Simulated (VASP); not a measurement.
Write the native input for VASP 6.6.1 that does the following.

- Task: relaxation of cell and atoms
- Functional: PBE
- Potentials or basis: VASP PAW PBE potentials, release 64 (Ge_d)
- Cutoff: 600 eV
- k mesh: 6 × 6 × 6
- Occupations: gaussian, width 0.1 eV
- Spin: no spin polarisation
- Dipole correction: no
- Further INCAR settings: ALGO = Normal; EDIFF = 1e-06; IBRION = 2; EDIFFG = -0.04; NSW = 90; ISIF = 3

The structure of Ge lies in POSCAR:

```
Ge
1.0
    5.3609066200      3.0951208800      1.2489940400
   -5.3609066200      3.0951208800      1.2489940400
    0.0000000000     -6.1902417600      1.2489940400
Ge
6
Direct
    0.8062090300      0.1851480000      0.8062090300
    0.1937909700      0.1937909700      0.8148520000
    0.1851480000      0.8062090300      0.8062090300
    0.8148520000      0.1937909700      0.1937909700
    0.8062090300      0.8062090300      0.1851480000
    0.1937909700      0.8148520000      0.1937909700
```

The cell was generated, and may not be a known phase.

The input as run:

INCAR

```
PREC = Accurate
ENCUT = 600
EDIFF = 1E-6
ISMEAR = 0
SIGMA = 0.1
LREAL = False
LASPH = True
NELM = 60
ALGO = Normal
ISIF = 3
LWAVE = False
LCHARG = False
GGA = PE
IBRION = 2
NSW = 90
EDIFFG = -0.04
```

KPOINTS

```
Automatic mesh
0
Gamma
  6 6 6
```

Potentials or basis: VASP PAW PBE potentials, release 64 (Ge_d).

Launch:

```sh
$ cat potpaw_PBE.64/Ge_d/POTCAR > POTCAR
$ mpirun -np 1 vasp_std > vasp.out
```

Results of the run:

| Item | Value |
| --- | --- |
| Relaxed volume | 24.14 Å³/atom |
| Relaxed cell | a = 6.704 Å, b = 6.704 Å, c = 6.704 Å, α = 116.40°, β = 116.40°, γ = 116.40° |
| Space group after relaxing (to 0.1 Å) | R-3m (No. 166) |
| Energy gained by relaxing | 122.2 meV/atom |
| Ionic steps | 11 |
| Pressure after relaxing | -0.1 GPa |
| Largest force after relaxing | 0.012 eV/Å |
| Band gap on the k mesh | zero (bands 42 and 43 overlap by 1.54 eV) |

Caveat: the volume moved by over 15 % at a fixed basis, so the end points are rough.

It took 72 min on 1 thread of Intel Xeon 8259CL, with other jobs on the host, peak memory 0.47 GiB.
